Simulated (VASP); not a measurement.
Here is a VASP 6.6.1 calculation.

The input INCAR:

```
SYSTEM = Si
PREC = Accurate ; ENCUT = 520
EDIFF = 1E-6 ; ISMEAR = -1
SIGMA = 0.1 ; LREAL = .FALSE.
LASPH = .TRUE. ; NELM = 100
ALGO = Normal ; ISIF = 2
LWAVE = .FALSE. ; LCHARG = .TRUE.
LELF = .TRUE. ; LVHAR = .TRUE.
NBANDS = 11
```

KPOINTS

```
Automatic mesh
0
G
  13 13 13
  0 0 0
```

File POSCAR:

```
Si
1.0
   -2.2659077192      2.3841858876      1.2834439547
    2.2659077192     -2.3841858876      1.2834439547
    2.2659077192      2.3841858876     -1.2834439547
Si
2
Direct
    0.8070000000      0.0570000000      0.7500000000
    0.1930000000      0.9430000000      0.2500000000
```

Potentials or basis: VASP PAW LDA potentials, release 64 (Si).

Run with:

```sh
$ cat potpaw_LDA.64/Si/POTCAR > POTCAR
$ mpirun -np 1 vasp_std > vasp.out
```

(1) What does it give for the band gap on the k mesh?

(2) What does it give for the pressure?

Answers

(1) zero (band 4 reaches 13.16 eV, above the bottom of band 5 at 6.21 eV).

(2) 7.9 GPa.
